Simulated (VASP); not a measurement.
# AlRu (P6_3/mmc) in VASP: a series of runs

The runs below take AlRu through single point, relaxation of cell and atoms, with PBE.

All numbers are computed with VASP 6.6.1; they aren't measurements. Logs are shortened: lines on timing, memory, paths and dates and some standing lists are left out, and cuts for length are marked.

## Step 1: The cell of the first run

The structure is hexagonal, space group P6_3/mmc (No. 194). Conventional cell: a = 3.601 Å, b = 3.601 Å, c = 4.758 Å, α = 90.00°, β = 90.00°, γ = 120.00°. Al (site symmetry -3m) has 2 Al at 2.38 Å and 6 Ru at 2.40 Å within 3.1 Å. Ru (site symmetry -6m2) has 6 Al at 2.40 Å and 6 Ru at 3.16 Å within 3.2 Å.

## Step 2: Single point, PBE

Contents of INCAR:

```
PREC = Accurate
ENCUT = 520
EDIFF = 1E-6
ISMEAR = 0
SIGMA = 0.1
LREAL = F
LASPH = T
NELM = 80
ALGO = Fast
ISIF = 2
LWAVE = F
LCHARG = F
GGA = PE
NBANDS = 25
```

Contents of KPOINTS:

```
regular mesh
0
Gamma
  6 6 4
```

Contents of POSCAR:

```
AlRu
1.0
    3.6013300900      0.0000000000      0.0000000000
   -1.8006650500      3.1188433500      0.0000000000
    0.0000000000      0.0000000000      4.7584528700
Al Ru
2 2
Direct
    0.0000000000      0.0000000000      0.5000000000
    0.0000000000      0.0000000000      0.0000000000
    0.6666666700      0.3333333300      0.7500000000
    0.3333333300      0.6666666700      0.2500000000
```

Potentials or basis: VASP PAW PBE potentials, release 64 (Al, Ru_pv).

On the command line:

```bash
$ cat potpaw_PBE.64/Al/POTCAR potpaw_PBE.64/Ru_pv/POTCAR > POTCAR
$ mpirun -np 1 vasp_std > vasp.out
```

OUTCAR:

```text
PREC = Accurate
   ENCUT = 520
   EDIFF = 1E-6
   ISMEAR = 0
   LREAL = F
   LASPH = T
   NELM = 80
   ISIF = 2
   GGA = PE

 ion  position               nearest neighbor table
   1  0.000  0.000  0.500-   2 2.38   2 2.38   4 2.40   3 2.40   3 2.40   4 2.40   3 2.40   4 2.40

   2  0.000  0.000  0.000-   1 2.38   1 2.38   4 2.40   3 2.40   3 2.40   4 2.40   3 2.40   4 2.40

   3  0.667  0.333  0.750-   1 2.40   2 2.40   1 2.40   2 2.40   1 2.40   2 2.40   4 3.16   4 3.16
                             4 3.16   4 3.16   4 3.16   4 3.16
   4  0.333  0.667  0.250-   1 2.40   2 2.40   1 2.40   2 2.40   1 2.40   2 2.40   3 3.16   3 3.16
                             3 3.16   3 3.16   3 3.16   3 3.16

  LATTYP: Found a hexagonal cell.
 ALAT       =     3.6013300900
 C/A-ratio  =     1.3213042823

  Lattice vectors:

 A1 = (   3.6013300900,   0.0000000000,   0.0000000000)
 A2 = (  -1.8006650500,   3.1188433500,   0.0000000000)
 A3 = (   0.0000000000,   0.0000000000,   4.7584528700)

Analysis of symmetry for initial positions (statically):
=====================================================================
 Subroutine PRICEL returns:
 Original cell was already a primitive cell.

 Routine SETGRP: Setting up the symmetry group for a
 hexagonal supercell.

 Subroutine GETGRP returns: Found 24 space group operations
 (whereof 12 operations were pure point group operations)
 out of a pool of 24 trial point group operations.

The static configuration has the point symmetry D_3d.
 The point group associated with its full space group is D_6h.

Analysis of symmetry for dynamics (positions and initial velocities):
=====================================================================
 Subroutine PRICEL returns:
 Original cell was already a primitive cell.

 Routine SETGRP: Setting up the symmetry group for a
 hexagonal supercell.

 Subroutine GETGRP returns: Found 24 space group operations
 (whereof 12 operations were pure point group operations)
 out of a pool of 24 trial point group operations.

The dynamic configuration has the point symmetry D_3d.
 The point group associated with its full space group is D_6h.

 Subroutine INISYM returns: Found 24 space group operations
 (whereof 12 operations are pure point group operations),
 and found     1 'primitive' translations

----------------------------------------------------------------------------------------

                                     Primitive cell

  volume of cell :      53.4469

  direct lattice vectors                    reciprocal lattice vectors
     3.601330090  0.000000000  0.000000000     0.277675185  0.160315843  0.000000000
    -1.800665050  3.118843350  0.000000000     0.000000000  0.320631685  0.000000000
     0.000000000  0.000000000  4.758452870     0.000000000  0.000000000  0.210152339

  length of vectors
     3.601330090  3.601330097  4.758452870     0.320631686  0.320631685  0.210152339

  position of ions in fractional coordinates (direct lattice)
     0.000000000  0.000000000  0.500000000
     0.000000000  0.000000000  0.000000000
     0.666666670  0.333333330  0.750000000
     0.333333330  0.666666670  0.250000000

  ion indices of the primitive-cell ions
   primitive index   ion index
                 1           1
                 2           2
                 3           3
                 4           4

----------------------------------------------------------------------------------------

 KPOINTS: regular mesh

Automatic generation of k-mesh.
 Grid dimensions read from file:
 generate k-points for:    6    6    4

 Generating k-lattice:

  Cartesian coordinates                     Fractional coordinates (reciprocal lattice)
     0.046279198  0.026719307  0.000000000     0.166666667  0.000000000  0.000000000
     0.000000000  0.053438614  0.000000000     0.000000000  0.166666667  0.000000000
     0.000000000  0.000000000  0.052538085     0.000000000  0.000000000  0.250000000

  Length of vectors
     0.053438614  0.053438614  0.052538085

  Shift w.r.t. Gamma in fractional coordinates (k-lattice)
     0.000000000  0.000000000  0.000000000

 Subroutine IBZKPT returns following result:
 ===========================================

 Found     21 irreducible k-points:

 Following reciprocal coordinates:
            Coordinates               Weight
  0.000000  0.000000  0.000000      1.000000
  0.166667  0.000000  0.000000      6.000000
  0.333333 -0.000000  0.000000      6.000000
  0.500000  0.000000  0.000000      3.000000
  0.166667  0.166667  0.000000      6.000000
  0.333333  0.166667  0.000000     12.000000
[... 13 lines left out ...]
  0.333333  0.166667  0.500000     12.000000
  0.333333  0.333333  0.500000      2.000000
   k-points           NKPTS =     21   k-points in BZ     NKDIM =     21   number of bands    NBANDS=     25
   number of dos      NEDOS =    301   number of ions     NIONS =      4
   total plane-waves  NPLWV =  28224
   dimension x,y,z NGX =    28 NGY =   28 NGZ =   36
   dimension x,y,z NGXF=    56 NGYF=   56 NGZF=   72
   ions per type =               2   2
   NGX,Y,Z   is equivalent  to a cutoff of  12.93, 12.93, 12.58 a.u.
   NGXF,Y,Z  is equivalent  to a cutoff of  25.85, 25.85, 25.15 a.u.
 SYSTEM =  unknown system
   PREC   = accura    normal or accurate (medium, high low for compatibility)
   ISTART =      0    job   : 0-new  1-cont  2-samecut
   ICHARG =      2    charge: 1-file 2-atom 10-const
   ISPIN  =      1    spin polarized calculation?
   LNONCOLLINEAR =      F non collinear calculations
   LSORBIT =      F    spin-orbit coupling
   LASPH  =      T    aspherical Exc in radial PAW
   ENCUT  =  520.0 eV  38.22 Ry    6.18 a.u.   6.70  6.70  8.85*2*pi/ulx,y,z
   NELM   =     80;   NELMIN=  2; NELMDL= -5     # of ELM steps
   EDIFF  = 0.1E-05   stopping-criterion for ELM
   LREAL  =      F    real-space projection
   EDIFFG = 0.1E-04   stopping-criterion for IOM
   NSW    =      0    number of steps for IOM
   IBRION =     -1    ionic relax: 0-MD 1-quasi-New 2-CG
   NFREE  =      0    steps in history (QN), initial steepest desc. (CG)
   ISIF   =      2    stress and relaxation
   ISYM   =      2    0-nonsym 1-usesym 2-fastsym
   POTIM  = 0.5000    time-step for ionic-motion
   TEBEG  =    0.0;   TEEND  =   0.0 temperature during run
   PSTRESS=    0.0 pullay stress
   NELECT =      34.0000    total number of electrons
   NUPDOWN=      -1.0000    fix difference up-down
   EMIN   =  10.00;   EMAX   =-10.00  energy-range for DOS
   EFERMI =   0.00;   METHOD = LEGACY
   ISMEAR =     0;   SIGMA  =   0.10  broadening in eV -4-tet -1-fermi 0-gaus
   EFERMI_NEDOS =   21; number of points for ismear=-14 and -15
   IALGO  =     68    algorithm
   IMIX   =      4    mixing-type and parameters
     AMIX     =   0.40;   BMIX     =  1.00
     AMIX_MAG =   1.60;   BMIX_MAG =  1.00
  volume/ion in A,a.u.               =      13.36        90.17
  Fermi-wavevector in a.u.,A,eV,Ry     =   1.407971  2.660679 26.971950  1.982382
  Thomas-Fermi vector in A             =   2.530176
   LORBIT       =      0    0 simple, 1 ext, 2 COOP (PROOUT), +10 PAW based schemes
   GGA     = PE    functional components
   LHFCALC =     F    Hartree Fock is set to
   AEXX    =    0.0000 exact exchange contribution
   IVDW    =     0    specifies the selected vdW correction
   LEPSILON=     F    determine dielectric tensor
   LRPA    =     F    only Hartree local field effects (RPA)
 non-spin polarized calculation
 RMM-DIIS sequential band-by-band and
 Gauss-broadening in eV      SIGMA  =   0.10
  energy-cutoff  :      520.00
  volume of cell :       53.45
 maximum number of plane-waves:      1458
 NGX is ok and might be reduce to    28
   NGX = 13   NGY = 13   NGZ = 17

 number of electron      34.0000002 magnetization

 Free energy of the ion-electron system (eV)
  ---------------------------------------------------
  ext. energy  EPLUGINS =         0.00000000
  ---------------------------------------------------
  free energy    TOTEN  =       -24.69258258 eV

  energy without entropy =      -24.67297913  energy(sigma->0) =      -24.68278086

 E-fermi :  10.4097     XC(G=0): -12.4473

 val. band max:       10.3850989607   @ k =   0.5000   0.0000   0.2500
 cond. band min:      10.4628486266   @ k =   0.5000   0.0000   0.0000
 fundamental gap:      0.0777496659
 Fermi energy:        10.4096652566

 k-point     1 :       0.0000    0.0000    0.0000
  band No.  band energies     occupation
      1     -31.3514      2.00000
      2     -31.2619      2.00000
      3     -31.2619      2.00000
      4     -31.2104      2.00000
      5     -31.2104      2.00000
      6     -31.1643      2.00000
[... 17 lines left out ...]
     24      19.6014      0.00000
     25      21.2107      0.00000

 k-point     2 :       0.1667    0.0000    0.0000
  band No.  band energies     occupation
      1     -31.3389      2.00000
      2     -31.2700      2.00000
      3     -31.2671      2.00000
      4     -31.2235      2.00000
      5     -31.2105      2.00000
      6     -31.1745      2.00000
[... 17 lines left out ...]
     24      20.6094      0.00000
     25      21.6345      0.00000

 k-point     3 :       0.3333   -0.0000    0.0000
  band No.  band energies     occupation
      1     -31.3075      2.00000
      2     -31.2892      2.00000
      3     -31.2769      2.00000
      4     -31.2463      2.00000
      5     -31.2112      2.00000
      6     -31.2013      2.00000
[... 468 lines left out ...]
 k-point    20 :       0.3333    0.1667    0.5000
  band No.  band energies     occupation
      1     -31.3242      2.00000
      2     -31.3242      2.00000
      3     -31.2564      2.00000
      4     -31.2564      2.00000
      5     -31.1976      2.00000
      6     -31.1976      2.00000
[... 17 lines left out ...]
     24      19.5612      0.00000
     25      21.5688      0.00000

 k-point    21 :       0.3333    0.3333    0.5000
  band No.  band energies     occupation
      1     -31.3236      2.00000
      2     -31.3236      2.00000
      3     -31.2679      2.00000
      4     -31.2679      2.00000
      5     -31.1927      2.00000
      6     -31.1927      2.00000
[... 17 lines left out ...]
     24      20.8222      0.00000
     25      21.5611      0.00000

------------------------ aborting loop because EDIFF is reached ----------------------------------------

  FORCE on cell =-STRESS in cart. coord.  units (eV):
  Direction    XX          YY          ZZ          XY          YZ          ZX
  --------------------------------------------------------------------------------------
  -------------------------------------------------------------------------------------
  Total       10.1306955     10.1306955     13.2549185     -0.0000000     -0.0000000     -0.0000000
  in kB      303.6879638    303.6879647    397.3428292     -0.0000005     -0.0000000     -0.0000000
  external PRESSURE =     334.9062525 kB  Pullay stress =       0.0000000 kB

 VOLUME and BASIS-vectors are now :
 -----------------------------------------------------------------------------
  energy-cutoff  :      520.00
  volume of cell :       53.45
      direct lattice vectors                 reciprocal lattice vectors
     3.601330090  0.000000000  0.000000000     0.277675185  0.160315843  0.000000000
    -1.800665050  3.118843350  0.000000000     0.000000000  0.320631685  0.000000000
     0.000000000  0.000000000  4.758452870     0.000000000  0.000000000  0.210152339

 POSITION                                       TOTAL-FORCE (eV/Angst)
 -----------------------------------------------------------------------------------
      0.00000      0.00000      2.37923        -0.000000      0.000000      0.000000
      0.00000      0.00000      0.00000        -0.000000      0.000000      0.000000
      1.80067      1.03961      3.56884        -0.000000      0.000000     -0.000000
     -0.00000      2.07923      1.18961         0.000000     -0.000000     -0.000000
 -----------------------------------------------------------------------------------
    total drift:                               -0.000000      0.000000      0.000000

  FREE ENERGIE OF THE ION-ELECTRON SYSTEM (eV)
  ---------------------------------------------------
  free  energy   TOTEN  =       -24.6925825805 eV

  energy  without entropy=      -24.6729791348  energy(sigma->0) =      -24.68278086
```

Run time: 13 s. Hardware: 1 thread of Intel Xeon 6975P-C (Granite Rapids), shared host; peak memory 0.17 GiB.

Results:

* Free energy: -24.6926 eV
* Pressure: 33.5 GPa
* Band gap on the k mesh: zero (band 17 reaches 10.84 eV, above the bottom of band 18 at 9.80 eV)

Stress tensor (GPa, compression positive):
```
30.37  0.00  0.00
 0.00 30.37  0.00
 0.00  0.00 39.73
```

## Step 3: Single point, PBE

This run uses another cell than the first one, of 14.14 Å³/atom, 1.058 times its volume.

Contents of INCAR:

```
ALGO = Normal ; EDIFF = 1E-6
ENCUT = 520 ; GGA = PE
ISIF = 2 ; ISMEAR = 0
LASPH = T ; LCHARG = F
LREAL = F ; LWAVE = F
NBANDS = 25 ; NELM = 100
PREC = Accurate ; SIGMA = 0.1
```

Contents of KPOINTS:

```
k-points
0
Gamma
  6 6 4
```

Contents of POSCAR:

```
AlRu
1.0
    2.8502487686      0.0000000023      0.0000000000
   -1.4251243863      2.4683878396      0.0000000000
    0.0000000000      0.0000000000      8.0388401080
Al Ru
2 2
Direct
    0.0000000000      0.0000000000      0.5000000000
    0.0000000000      0.0000000000      0.0000000000
    0.6666666667      0.3333333333      0.7500000000
    0.3333333333      0.6666666667      0.2500000000
```

Potentials or basis: VASP PAW PBE potentials, release 64 (Al, Ru_pv).

On the command line:

```bash
$ cat potpaw_PBE.64/Al/POTCAR potpaw_PBE.64/Ru_pv/POTCAR > POTCAR
$ mpirun -np 1 vasp_std > vasp.out
```

Run time: 11 s. Hardware: 1 thread of Intel Xeon 6975P-C (Granite Rapids), shared host; peak memory 0.18 GiB.

It converged, with:

```
Free energy            : -27.3846 eV
Pressure               : 0.0 GPa
Band gap on the k mesh : zero (band 17 reaches 11.77 eV, above the bottom of band 18 at 10.01 eV)
```

Stress tensor (GPa, compression positive):
```
-0.09  0.00  0.00
 0.00 -0.09  0.00
 0.00  0.00  0.24
```

Levels at points of the mesh, in eV from the Fermi level:
```tsv
k point	band 14	band 15	band 16	band 17	band 18	band 19	band 20	band 21
(0.00, 0.00, 0.00)	-1.84	-1.84	-0.58	-0.13	-0.13	0.02	0.02	5.78
(0.50, 0.00, 0.00)	-1.07	-0.72	-0.65	-0.16	1.37	1.37	1.84	3.64
(0.00, 0.00, 0.50)	-1.85	-1.72	-1.72	-0.06	-0.06	-0.06	-0.06	7.58
(0.50, 0.00, 0.50)	-1.95	-0.90	-0.90	1.37	1.37	1.78	1.78	4.04
```

Caveat: the k points lie up to 0.42 Å⁻¹ apart.

## Step 4: Single point, PBE, collinear spin, ferromagnetic start

This run uses another cell than the first one, of 14.14 Å³/atom, 1.058 times its volume.

Contents of INCAR:

```
SYSTEM = AlRu
  PREC = Accurate
  ENCUT = 520
  EDIFF = 1E-6
  ISMEAR = 0
  SIGMA = 0.1
  LREAL = .False.
  LASPH = .True.
  NELM = 150
  ALGO = Normal
  ISIF = 2
  LWAVE = .False.
  LCHARG = .False.
  ISPIN = 2
  MAGMOM = 0 0 1 1
  LORBIT = 11
  LMAXMIX = 4
  GGA = PE
  NBANDS = 29
```

Contents of KPOINTS:

```
regular mesh
0
Gamma
  6 6 2
  0 0 0
```

POSCAR, as its differences from that of step 3:

```diff
@@ -2,4 +2,4 @@
 1.0
-    2.8502487686      0.0000000023      0.0000000000
-   -1.4251243863      2.4683878396      0.0000000000
+    2.8502487686      0.0000000000      0.0000000000
+   -1.4251243843      2.4683878407      0.0000000000
     0.0000000000      0.0000000000      8.0388401080
```

On the command line:

```bash
$ cat potpaw_PBE.64/Al/POTCAR potpaw_PBE.64/Ru_pv/POTCAR > POTCAR
$ mpirun -np 1 vasp_std > vasp.out
```

Wall time 18 s (1 thread of Intel Xeon 6975P-C (Granite Rapids), shared host); peak memory 0.21 GiB.

The run converged. Its results:

* Free energy: -27.3921 eV
* Pressure: 0.0 GPa
* Band gap on the k mesh: zero (filled and empty bands overlap)
* Net moment: 0.00 μB per cell
* Valence electrons inside the program's atomic spheres: Al 0.81; Ru 12.71

Stress tensor (GPa, compression positive):
```
 0.88  0.00  0.00
 0.00  0.88  0.00
 0.00  0.00 -1.88
```

Levels at points of the mesh, in eV from the Fermi level:
Spin up:
```
           k point  band 15  band 16  band 17  band 18  band 19  band 20
(0.00, 0.00, 0.00)    -1.89    -0.67    -0.19    -0.19    -0.05    -0.05
(0.50, 0.00, 0.00)    -0.79    -0.73    -0.24     1.33     1.33     1.75
(0.00, 0.00, 0.50)    -1.80    -1.80    -0.12    -0.12    -0.12    -0.12
(0.50, 0.00, 0.50)    -0.97    -0.97     1.33     1.33     1.70     1.70
```
Spin down:
```tsv
k point	band 14	band 15	band 16	band 17	band 18	band 19	band 20	band 21
(0.00, 0.00, 0.00)	-1.89	-1.89	-0.67	-0.19	-0.19	-0.05	-0.05	5.69
(0.50, 0.00, 0.00)	-1.14	-0.79	-0.73	-0.24	1.33	1.33	1.75	3.57
(0.00, 0.00, 0.50)	-1.89	-1.80	-1.80	-0.12	-0.12	-0.12	-0.12	7.49
(0.50, 0.00, 0.50)	-2.03	-0.97	-0.97	1.33	1.33	1.70	1.70	3.96
```

Caveat: the k points lie up to 0.42 Å⁻¹ apart.

(Continued in part 2 of 2.)
